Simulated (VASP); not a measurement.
Wanted: the native input for a VASP 6.6.1 run.

```
Task                   : single point
Functional             : PBEsol
Potentials or basis    : VASP PAW PBE potentials, release 64 (O, H, C)
Cutoff                 : 520 eV
k mesh                 : 1 × 1 × 1
Occupations            : fermi-dirac, width 0.02 eV
Spin                   : no spin polarisation
Dipole correction      : no
Further INCAR settings : ALGO = Normal; EDIFF = 1e-06; NBANDS = 49
```

The structure of H16CO7 lies in POSCAR:

```
H16CO7
1.0
    5.8245490000      0.0000000000      0.0000000000
    0.0000000000      5.8245490000      0.0000000000
    0.0000000000      0.0000000000      5.8245490000
O H C
7 16 1
Direct
    0.6996421526      0.8977690805      0.7586510132
    0.6601369479      0.3198530908      1.0145678232
    0.5136191661      0.5193020095      0.4658558113
    0.0338223612      0.8711232406      0.4770326424
    0.4758308326      0.9897075293      0.3161961553
    0.2395035221      0.2315887462      0.7062692751
    0.0194006437      0.5459306806      0.8773898202
    0.8114448003      0.8209219289      0.8418162505
    0.6741637850      1.0535407978      0.8335409317
    0.8038218925      0.4196891467      0.9915274127
    0.5476132143      0.3970779540      0.9087742244
    0.5881657103      0.4395705144      0.3326952868
    0.4998841970      0.6842074811      0.4148304015
   -0.1135538563      0.9146459237      0.5626014993
    0.0811736668      0.7147334497      0.5321785429
    0.3365239094      0.9943259126      0.2230558967
    0.5947584955      1.0412308318      0.2187808876
    0.3679598197      0.3087792720      0.6059009891
    0.1744512751      0.0985312339      0.6114979889
    0.1516168891      0.7968342270      1.0929258214
    0.0961447831      0.4047008618      0.7795968409
    0.2631963436      0.5297405859      1.1338903664
    0.3459667006      0.6801728340      0.8740762590
    0.2118103908      0.6466595096      1.0027900873
```

One way to write it, as run:

INCAR

```
ALGO = Normal ; EDIFF = 1E-6
ENCUT = 520 ; GGA = PS
GGA_COMPAT = False ; ISIF = 2
ISMEAR = -1 ; LASPH = True
LCHARG = False ; LREAL = False
LWAVE = False ; NBANDS = 49
NELM = 120 ; PREC = Accurate
SIGMA = 0.02
```

KPOINTS

```
k-points
0
Gamma
  1 1 1
```

Potentials or basis: VASP PAW PBE potentials, release 64 (O, H, C).

Command:

```bash
$ cat potpaw_PBE.64/O/POTCAR potpaw_PBE.64/H/POTCAR potpaw_PBE.64/C/POTCAR > POTCAR
$ mpirun -np 1 vasp_gam > vasp.out
```

Results of the run:

```yaml
Pressure: -0.1 GPa
Largest_force: 3.804 eV/Å
```

Caveat: the k points lie up to 1.08 Å⁻¹ apart, too coarse for converged energies, forces and pressures; the atoms stand as in a frame of molecular dynamics; the PAW data sets were made with another functional, which shifts forces and pressure a little.

Run time: 47 s on 1 thread of Intel Xeon 8259CL, with other jobs on the host, peak memory 0.27 GiB.
